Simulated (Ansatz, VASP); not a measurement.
# HfSnO4: VASP beside Ansatz

File INCAR:

```
SYSTEM = HfSnO4
PREC = Accurate
ENCUT = 520
EDIFF = 1E-7
ISMEAR = -1
SIGMA = 0.02
LREAL = .False.
LASPH = .True.
NELM = 80
ALGO = Normal
ISIF = 2
LWAVE = .False.
LCHARG = .False.
GGA = PE
NBANDS = 60
```

KPOINTS

```
Automatic mesh
0
Gamma
  6 6 4
  0 0 0
```

POSCAR

```
HfSnO4
1.0
    4.7990516134      0.0000000000      0.0000000000
    0.0000000000      4.7990516134      0.0000000000
    0.0000000000      0.0000000000      6.4374295633
Sn O Hf
2 8 2
Direct
    0.0000000000      0.5000000000      0.1230657419
    0.5000000000      0.0000000000      0.8769342581
    0.6966128418      0.8033871582      0.1245531516
    0.3033871582      0.1966128418      0.1245531516
    0.8033871582      0.3033871582      0.8754468484
    0.1966128418      0.6966128418      0.8754468484
    0.6937855323      0.8062144677      0.6274021991
    0.3062144677      0.1937855323      0.6274021991
    0.8062144677      0.3062144677      0.3725978009
    0.1937855323      0.6937855323      0.3725978009
    0.0000000000      0.5000000000      0.6247858518
    0.5000000000      0.0000000000      0.3752141482
```

Input for Ansatz:

```yaml
crystal:
  lattice:
    - [4.7990516134, 0.0, 0.0]
    - [0.0, 4.7990516134, 0.0]
    - [0.0, 0.0, 6.4374295633]
  atoms:
    - { symbol: Sn, position: [0.0, 0.5, 0.1230657419] }
    - { symbol: Sn, position: [0.5, 0.0, 0.8769342581] }
    - { symbol: O, position: [0.6966128418, 0.8033871582, 0.1245531516] }
    - { symbol: O, position: [0.3033871582, 0.1966128418, 0.1245531516] }
    - { symbol: O, position: [0.8033871582, 0.3033871582, 0.8754468484] }
    - { symbol: O, position: [0.1966128418, 0.6966128418, 0.8754468484] }
    - { symbol: Hf, position: [0.0, 0.5, 0.6247858518] }
    - { symbol: Hf, position: [0.5, 0.0, 0.3752141482] }
    - { symbol: O, position: [0.6937855323, 0.8062144677, 0.6274021991] }
    - { symbol: O, position: [0.3062144677, 0.1937855323, 0.6274021991] }
    - { symbol: O, position: [0.8062144677, 0.3062144677, 0.3725978009] }
    - { symbol: O, position: [0.1937855323, 0.6937855323, 0.3725978009] }
kpoints:
  mp_grid: { grid: [6, 6, 4] }
  band_path:
    path:
      - [[0.0, 0.0, 0.0], [4.618514981694e-51, 0.5, 3.118366763085e-34], [0.5, 0.5, 3.118366763085e-34], [0.0, 0.0, 0.0], [-2.785372229223e-85, -1.128687269195e-50, 0.5], [4.618514981694e-51, 0.5, 0.5], [0.5, 0.5, 0.5], [-2.785372229223e-85, -1.128687269195e-50, 0.5]]
      - [[4.618514981694e-51, 0.5, 3.118366763085e-34], [4.618514981694e-51, 0.5, 0.5]]
      - [[0.5, 0.5, 3.118366763085e-34], [0.5, 0.5, 0.5]]
    npoints: 10
hamiltonian:
  xc: pbe
scf:
  occupations: { method: fermi_dirac, width: 0.02 }
  n_extra_bands: 7
output:
  forces: true
  stress: true
  eigenvalues: true
```

Alike in both runs: task single point; functional PBE; k mesh 6 × 6 × 4; occupations fermi-dirac, width 0.02 eV; no spin polarisation.

|  | VASP | Ansatz |
| --- | --- | --- |
| version | VASP 6.6.1 | Ansatz 0.2.0 |
| potentials or method | VASP PAW PBE potentials, release 64 (Sn_d, O, Hf_pv) | plane waves, PAW |
| plane-wave cutoff (eV) | 520 | 420 |
| valence electrons in the cell | 96 | 128 |

```csv
,VASP,Ansatz,Ansatz less VASP
gap on the k mesh at the Fermi level (eV),2.69,2.71,+0.023
pressure (GPa),5.2,6.4,+1.18
rms of the force components (eV/Å),0.140,0.061,-0.0787
```

VASP's potentials hold 96 valence electrons a cell and Ansatz's 128, so a difference there can come from the potentials and not from the codes.

Spin-orbit coupling is off throughout.
